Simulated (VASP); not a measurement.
Ga8Sb3P5, 16 atoms in the cell. The structure is trigonal, space group R3m (No. 160). Conventional cell: a = 8.048 Å, b = 8.048 Å, c = 19.782 Å, α = 90.00°, β = 90.00°, γ = 120.00°. Within 3.2 Å of Ga (site symmetry m) lie 3 P at 2.42 to 2.43 Å and 1 Sb at 2.60 Å. Within 3.1 Å of Ga (site symmetry 3m) lie 1 P at 2.32 Å and 3 Sb at 2.53 Å. Within 3.1 Å of Ga (site symmetry m) lie 2 P at 2.37 Å and 2 Sb at 2.57 Å. Within 3.3 Å of Ga (site symmetry 3m) lie 4 P at 2.47 to 2.50 Å. Within 3.3 Å of Sb (site symmetry m) lie 4 Ga at 2.53 to 2.60 Å. P (site symmetry 3m) has 4 Ga at 2.32 to 2.43 Å within 3.1 Å. Within 3.1 Å of P (site symmetry m) lie 4 Ga at 2.37 to 2.47 Å. Within 3.1 Å of P (site symmetry 3m) lie 4 Ga at 2.37 to 2.50 Å. 

```yaml
Program: VASP 6.6.1
Task: single point
Functional: PBEsol
Potentials_or_basis: VASP PAW PBE potentials, release 64 (Ga_d, Sb, P)
Cutoff: 520 eV
k_mesh: 4 × 4 × 4
Occupations: gaussian, width 0.01 eV
Spin: no spin polarisation
Dipole_correction: no
Further_INCAR_settings: LREAL = Auto; ALGO = Fast; EDIFF = 1e-06; NBANDS = 86
```

Potentials or basis: VASP PAW PBE potentials, release 64 (Ga_d, Sb, P).

Launch:

```bash
$ cat potpaw_PBE.64/Ga_d/POTCAR potpaw_PBE.64/Sb/POTCAR potpaw_PBE.64/P/POTCAR > POTCAR
$ mpirun -np 1 vasp_std > vasp.out
```

Hardware: 1 thread of Intel(R) Xeon(R) 6975P-C (Granite Rapids) (shared host).

How long does it take, and how much memory?

It took 6.3 min on 1 thread of Intel(R) Xeon(R) 6975P-C (Granite Rapids), on a shared host, peak memory 0.63 GiB. Counts: scf iterations 17, k points 13.
